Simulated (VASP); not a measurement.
# Re (P6_3/mmc) in VASP: a series of runs

Runs on Re. Level: PBEsol. Tasks: single point.

Everything below comes from runs of VASP 6.6.1. Logs are shortened: lines on timing, memory, paths and dates and some standing lists are left out, and cuts for length are marked.

## (1) The cell of the first run

It takes space group P6_3/mmc (No. 194, hexagonal). The conventional cell has a = 2.654 Å, b = 2.654 Å, c = 4.244 Å, α = 90.00°, β = 90.00°, γ = 120.00°. Re (site symmetry -6m2) has 12 Re at 2.62 to 2.65 Å within 3.5 Å.

## (2) Single point, PBEsol (12.94 Å³/atom)

INCAR

```
  PREC = Accurate
  ENCUT = 520
  EDIFF = 1E-6
  ISMEAR = -1
  SIGMA = 0.05
  LREAL = F
  LASPH = T
  NELM = 80
  ALGO = Normal
  ISIF = 2
  LWAVE = F
  LCHARG = T
  GGA = PS
  LELF = T
  LVHAR = T
  NBANDS = 14
```

KPOINTS

```
Automatic mesh
0
Gamma
  18 18 10
```

POSCAR

```
Re
1.0
    2.6539513089      0.0000000000      0.0000000000
   -1.3269756545      2.2983892539      0.0000000000
    0.0000000000      0.0000000000      4.2436285669
Re
2
Direct
    0.3333333333      0.6666666667      0.2500000000
    0.6666666667      0.3333333333      0.7500000000
```

Potentials or basis: VASP PAW PBE potentials, release 64 (Re).

Launch:

```
$ cat potpaw_PBE.64/Re/POTCAR > POTCAR
$ mpirun -np 1 vasp_std > vasp.out
```

OUTCAR:

```text
PREC = Accurate
   ENCUT = 520
   EDIFF = 1E-6
   ISMEAR = -1
   LREAL = F
   LASPH = T
   NELM = 80
   ISIF = 2
   GGA = PS

 ion  position               nearest neighbor table
   1  0.333  0.667  0.250-   2 2.62   2 2.62   2 2.62   2 2.62   2 2.62   2 2.62
   2  0.667  0.333  0.750-   1 2.62   1 2.62   1 2.62   1 2.62   1 2.62   1 2.62

  LATTYP: Found a hexagonal cell.
 ALAT       =     2.6539513089
 C/A-ratio  =     1.5989850879

  Lattice vectors:

 A1 = (   2.6539513089,   0.0000000000,   0.0000000000)
 A2 = (  -1.3269756545,   2.2983892539,   0.0000000000)
 A3 = (   0.0000000000,   0.0000000000,   4.2436285669)

Analysis of symmetry for initial positions (statically):
=====================================================================
 Subroutine PRICEL returns:
 Original cell was already a primitive cell.

 Routine SETGRP: Setting up the symmetry group for a
 hexagonal supercell.

 Subroutine GETGRP returns: Found 24 space group operations
 (whereof 12 operations were pure point group operations)
 out of a pool of 24 trial point group operations.

The static configuration has the point symmetry D_3d.
 The point group associated with its full space group is D_6h.

Analysis of symmetry for dynamics (positions and initial velocities):
=====================================================================
 Subroutine PRICEL returns:
 Original cell was already a primitive cell.

 Routine SETGRP: Setting up the symmetry group for a
 hexagonal supercell.

 Subroutine GETGRP returns: Found 24 space group operations
 (whereof 12 operations were pure point group operations)
 out of a pool of 24 trial point group operations.

The dynamic configuration has the point symmetry D_3d.
 The point group associated with its full space group is D_6h.

 Subroutine INISYM returns: Found 24 space group operations
 (whereof 12 operations are pure point group operations),
 and found     1 'primitive' translations

----------------------------------------------------------------------------------------

                                     Primitive cell

  volume of cell :      25.8853

  direct lattice vectors                    reciprocal lattice vectors
     2.653951309  0.000000000  0.000000000     0.376796664  0.217543655  0.000000000
    -1.326975654  2.298389254  0.000000000     0.000000000  0.435087311  0.000000000
     0.000000000  0.000000000  4.243628567     0.000000000  0.000000000  0.235647391

  length of vectors
     2.653951309  2.653951309  4.243628567     0.435087311  0.435087311  0.235647391

  position of ions in fractional coordinates (direct lattice)
     0.333333333  0.666666667  0.250000000
     0.666666667  0.333333333  0.750000000

  ion indices of the primitive-cell ions
   primitive index   ion index
                 1           1
                 2           2

----------------------------------------------------------------------------------------

 KPOINTS: Automatic mesh

Automatic generation of k-mesh.
 Grid dimensions read from file:
 generate k-points for:   18   18   10

 Generating k-lattice:

  Cartesian coordinates                     Fractional coordinates (reciprocal lattice)
     0.020933148  0.012085759  0.000000000     0.055555556  0.000000000  0.000000000
     0.000000000  0.024171517  0.000000000     0.000000000  0.055555556  0.000000000
     0.000000000  0.000000000  0.023564739     0.000000000  0.000000000  0.100000000

  Length of vectors
     0.024171517  0.024171517  0.023564739

  Shift w.r.t. Gamma in fractional coordinates (k-lattice)
     0.000000000  0.000000000  0.000000000

 Subroutine IBZKPT returns following result:
 ===========================================

 Found    222 irreducible k-points:

 Following reciprocal coordinates:
            Coordinates               Weight
  0.000000  0.000000  0.000000      1.000000
  0.055556 -0.000000  0.000000      6.000000
  0.111111 -0.000000  0.000000      6.000000
  0.166667 -0.000000  0.000000      6.000000
  0.222222 -0.000000  0.000000      6.000000
  0.277778 -0.000000  0.000000      6.000000
[... 16 lines left out ...]
  0.333333  0.111111  0.000000     12.000000
  0.388889  0.111111  0.000000     12.000000
 [... further k-points ...]
   k-points           NKPTS =    222   k-points in BZ     NKDIM =    222   number of bands    NBANDS=     14
   number of dos      NEDOS =    301   number of ions     NIONS =      2
   total plane-waves  NPLWV =  12800
   dimension x,y,z NGX =    20 NGY =   20 NGZ =   32
   dimension x,y,z NGXF=    40 NGYF=   40 NGZF=   64
   ions per type =               2
   NGX,Y,Z   is equivalent  to a cutoff of  12.53, 12.53, 12.54 a.u.
   NGXF,Y,Z  is equivalent  to a cutoff of  25.06, 25.06, 25.07 a.u.
 SYSTEM =  unknown system
   PREC   = accura    normal or accurate (medium, high low for compatibility)
   ISTART =      0    job   : 0-new  1-cont  2-samecut
   ICHARG =      2    charge: 1-file 2-atom 10-const
   ISPIN  =      1    spin polarized calculation?
   LNONCOLLINEAR =      F non collinear calculations
   LSORBIT =      F    spin-orbit coupling
   LASPH  =      T    aspherical Exc in radial PAW
   ENCUT  =  520.0 eV  38.22 Ry    6.18 a.u.   4.93  4.93  7.89*2*pi/ulx,y,z
   NELM   =     80;   NELMIN=  2; NELMDL= -5     # of ELM steps
   EDIFF  = 0.1E-05   stopping-criterion for ELM
   LREAL  =      F    real-space projection
   EDIFFG = 0.1E-04   stopping-criterion for IOM
   NSW    =      0    number of steps for IOM
   IBRION =     -1    ionic relax: 0-MD 1-quasi-New 2-CG
   NFREE  =      0    steps in history (QN), initial steepest desc. (CG)
   ISIF   =      2    stress and relaxation
   ISYM   =      2    0-nonsym 1-usesym 2-fastsym
   POTIM  = 0.5000    time-step for ionic-motion
   TEBEG  =    0.0;   TEEND  =   0.0 temperature during run
   PSTRESS=    0.0 pullay stress
   NELECT =      14.0000    total number of electrons
   NUPDOWN=      -1.0000    fix difference up-down
   EMIN   =  10.00;   EMAX   =-10.00  energy-range for DOS
   EFERMI =   0.00;   METHOD = LEGACY
   ISMEAR =    -1;   SIGMA  =   0.05  broadening in eV -4-tet -1-fermi 0-gaus
   EFERMI_NEDOS =   21; number of points for ismear=-14 and -15
   IALGO  =     38    algorithm
   IMIX   =      4    mixing-type and parameters
     AMIX     =   0.40;   BMIX     =  1.00
     AMIX_MAG =   1.60;   BMIX_MAG =  1.00
  volume/ion in A,a.u.               =      12.94        87.34
  Fermi-wavevector in a.u.,A,eV,Ry     =   1.333827  2.520568 24.206054  1.779095
  Thomas-Fermi vector in A             =   2.462656
   LORBIT       =      0    0 simple, 1 ext, 2 COOP (PROOUT), +10 PAW based schemes
   GGA     = PS    functional components
   LHFCALC =     F    Hartree Fock is set to
   AEXX    =    0.0000 exact exchange contribution
   IVDW    =     0    specifies the selected vdW correction
   LEPSILON=     F    determine dielectric tensor
   LRPA    =     F    only Hartree local field effects (RPA)
 non-spin polarized calculation
  energy-cutoff  :      520.00
  volume of cell :       25.89
 maximum number of plane-waves:       720
 NGX is ok and might be reduce to    20
   NGX =  9   NGY =  9   NGZ = 15

 number of electron      14.0000000 magnetization

 Free energy of the ion-electron system (eV)
  ---------------------------------------------------
  ext. energy  EPLUGINS =         0.00000000
  ---------------------------------------------------
  free energy    TOTEN  =       -26.18475326 eV

  energy without entropy =      -26.17318388  energy(sigma->0) =      -26.17896857

 E-fermi :   9.3736     XC(G=0): -14.5285

 val. band max:        9.3453678761   @ k =   0.1111  -0.0000   0.1000
 cond. band min:       9.3815105318   @ k =   0.3333   0.3333   0.1000
 fundamental gap:      0.0361426557
 Fermi energy:         9.3735576462

 k-point     1 :       0.0000    0.0000    0.0000
  band No.  band energies     occupation
      1      -1.3938      2.00000
      2       1.7401      2.00000
      3       7.3921      2.00000
      4       7.3921      2.00000
      5       7.5786      2.00000
      6       8.4603      2.00000
      7       8.4603      2.00000
      8       9.4582      0.31102
      9       9.4582      0.31102
     10      10.4987      0.00000
     11      13.3711      0.00000
     12      13.3711      0.00000
     13      21.2714      0.00000
     14      23.6418      0.00000

 k-point     2 :       0.0556   -0.0000    0.0000
  band No.  band energies     occupation
      1      -1.2462      2.00000
      2       1.8782      2.00000
      3       6.9984      2.00000
      4       7.5292      2.00000
      5       7.9190      2.00000
      6       8.3505      2.00000
      7       8.5907      2.00000
      8       9.2177      1.91513
      9       9.3348      1.36951
     10      10.0000      0.00001
     11      13.4650      0.00000
     12      14.1122      0.00000
     13      21.3041      0.00000
     14      23.9841      0.00000

 k-point     3 :       0.1111   -0.0000    0.0000
  band No.  band energies     occupation
      1      -0.8184      2.00000
      2       2.2632      2.00000
      3       6.4654      2.00000
      4       7.9359      2.00000
      5       8.0134      2.00000
      6       8.2757      2.00000
      7       8.4085      2.00000
      8       8.9764      1.99929
      9       9.0130      1.99852
     10       9.5228      0.09621
     11      13.6994      0.00000
     12      15.5523      0.00000
     13      21.3306      0.00000
     14      24.9457      0.00000

 k-point     4 :       0.1667   -0.0000    0.0000
  band No.  band energies     occupation
      1      -0.1579      2.00000
      2       2.7841      2.00000
      3       5.9691      2.00000
      4       7.0810      2.00000
      5       7.6447      2.00000
      6       8.5882      2.00000
      7       8.5981      2.00000
      8       8.9706      1.99937
      9       9.1906      1.94976
     10       9.6006      0.02110
     11      13.9845      0.00000
     12      17.1536      0.00000
     13      21.2234      0.00000
     14      26.2935      0.00000

 k-point     5 :       0.2222   -0.0000    0.0000
  band No.  band energies     occupation
      1       0.6477      2.00000
      2       3.1793      2.00000
      3       5.7405      2.00000
      4       5.9549      2.00000
      5       7.3578      2.00000
      6       8.1411      2.00000
      7       8.8624      1.99993
      8       9.4895      0.17900
      9       9.7162      0.00211
     10      10.4327      0.00000
     11      14.2515      0.00000
[... 276 lines left out ...]
 k-point    22 :       0.2778    0.1111    0.0000
  band No.  band energies     occupation
      1       2.5399      2.00000
      2       3.3695      2.00000
      3       4.1167      2.00000
      4       5.7737      2.00000
      5       6.9442      2.00000
      6       7.7864      2.00000
      7       8.4542      2.00000
      8      11.0552      0.00000
      9      12.3380      0.00000
     10      13.6466      0.00000
     11      14.3462      0.00000
     12      20.4163      0.00000
     13      22.4205      0.00000
     14      23.2257      0.00000

 k-point    23 :       0.3333    0.1111    0.0000
  band No.  band energies     occupation
      1       2.8839      2.00000
      2       3.1231      2.00000
      3       3.5792      2.00000
      4       6.3640      2.00000
      5       6.8216      2.00000
      6       8.1206      2.00000
      7       8.3343      2.00000
      8      12.1415      0.00000
      9      13.2932      0.00000
     10      14.4094      0.00000
     11      14.9547      0.00000
     12      20.5438      0.00000
     13      21.2021      0.00000
     14      23.0876      0.00000

 k-point    24 :       0.3889    0.1111    0.0000
  band No.  band energies     occupation
      1       2.7983      2.00000
      2       3.1618      2.00000
      3       3.2489      2.00000
      4       6.7741      2.00000
      5       6.9228      2.00000
      6       7.8812      2.00000
      7       8.7460      1.99999
      8      13.2521      0.00000
      9      13.9118      0.00000
     10      14.4428      0.00000
     11      16.1479      0.00000
     12      19.2611      0.00000
     13      21.1247      0.00000
     14      21.8275      0.00000

 [... further k-points ...]

------------------------ aborting loop because EDIFF is reached ----------------------------------------

  FORCE on cell =-STRESS in cart. coord.  units (eV):
  Direction    XX          YY          ZZ          XY          YZ          ZX
  --------------------------------------------------------------------------------------
  -------------------------------------------------------------------------------------
  Total        9.4967076      9.4967076     10.6098013     -0.0000000     -0.0000000      0.0000000
  in kB      587.8002285    587.8002285    656.6953400     -0.0000000     -0.0000000      0.0000000
  external PRESSURE =     610.7652657 kB  Pullay stress =       0.0000000 kB

 VOLUME and BASIS-vectors are now :
 -----------------------------------------------------------------------------
  energy-cutoff  :      520.00
  volume of cell :       25.89
      direct lattice vectors                 reciprocal lattice vectors
     2.653951309  0.000000000  0.000000000     0.376796664  0.217543655  0.000000000
    -1.326975654  2.298389254  0.000000000     0.000000000  0.435087311  0.000000000
     0.000000000  0.000000000  4.243628567     0.000000000  0.000000000  0.235647391

 POSITION                                       TOTAL-FORCE (eV/Angst)
 -----------------------------------------------------------------------------------
     -0.00000      1.53226      1.06091         0.000000      0.000000      0.000000
      1.32698      0.76613      3.18272        -0.000000      0.000000      0.000000
 -----------------------------------------------------------------------------------
    total drift:                               -0.000000     -0.000000     -0.000000

  FREE ENERGIE OF THE ION-ELECTRON SYSTEM (eV)
  ---------------------------------------------------
  free  energy   TOTEN  =       -26.1847532557 eV

  energy  without entropy=      -26.1731838826  energy(sigma->0) =      -26.17896857
```

It took 91 s on 1 thread of Intel Xeon 8259CL, shared host; peak memory 0.2 GiB.

What came out:

```yaml
Free_energy: -26.1848 eV
Pressure: 61.1 GPa
Band_gap_on_the_k_mesh: zero (bands 7 and 8 overlap by 4.11 eV)
```

Stress tensor (GPa, compression positive):
```
58.78  0.00  0.00
 0.00 58.78  0.00
 0.00  0.00 65.67
```

Caveat: the stress differs along the axes, from 59 to 66 GPa; the PAW data sets were made with another functional, which shifts forces and pressure a little; spin-orbit coupling is left out, which moves the levels of the heavy elements.

## (3) Single point, PBEsol

This run uses another cell than the first one, of 12.21 Å³/atom.

INCAR

```
  ALGO = Normal
  EDIFF = 1E-6
  ENCUT = 520
  GGA = PS
  ISIF = 2
  ISMEAR = -1
  LASPH = T
  LCHARG = T
  LELF = T
  LREAL = F
  LVHAR = T
  LWAVE = F
  NBANDS = 14
  NELM = 100
  PREC = Accurate
  SIGMA = 0.05
```

KPOINTS

```
k-points
0
Gamma
  18 18 10
```

POSCAR

```
Re
1.0
    2.6029010724      0.0000000000      0.0000000000
   -1.3014505362      2.2541784522      0.0000000000
    0.0000000000      0.0000000000      4.1620000000
Re
2
Direct
    0.3333333333      0.6666666667      0.2500000000
    0.6666666667      0.3333333333      0.7500000000
```

Potentials or basis: VASP PAW PBE potentials, release 64 (Re).

Launch:

```
$ cat potpaw_PBE.64/Re/POTCAR > POTCAR
$ mpirun -np 1 vasp_std > vasp.out
```

Run time: 62 s. Hardware: 1 thread of AMD EPYC 7R43 (Zen 3), shared host; peak memory 0.16 GiB.

It converged, with:

- Free energy: -25.4397 eV
- Pressure: 103.6 GPa
- Band gap on the k mesh: zero (bands 7 and 8 overlap by 4.63 eV)

Stress tensor (GPa, compression positive):
```
100.89   0.00   0.00
  0.00 100.89   0.00
  0.00   0.00 109.14
```

Levels at points of the mesh, in eV from the Fermi level:
```csv
k point,band 4,band 5,band 6,band 7,band 8,band 9,band 10,band 11
"(0.00, 0.00, 0.00)",-2.20,-1.99,-1.03,-1.03,0.05,0.05,1.37,4.28
"(0.50, 0.00, 0.00)",-2.74,-1.71,-1.54,-0.60,5.13,5.89,5.90,7.95
"(0.00, 0.00, 0.50)",-2.86,-2.39,-2.39,-2.39,-2.39,3.33,3.33,3.33
"(0.50, 0.00, 0.50)",-5.31,0.37,0.37,1.48,1.48,5.57,5.57,6.24
```

Caveat: the stress differs along the axes, from 101 to 109 GPa; the PAW data sets were made with another functional, which shifts forces and pressure a little; spin-orbit coupling is left out, which moves the levels of the heavy elements.

The gap in the log of VASP goes by the Fermi energy; the results here count the filled bands.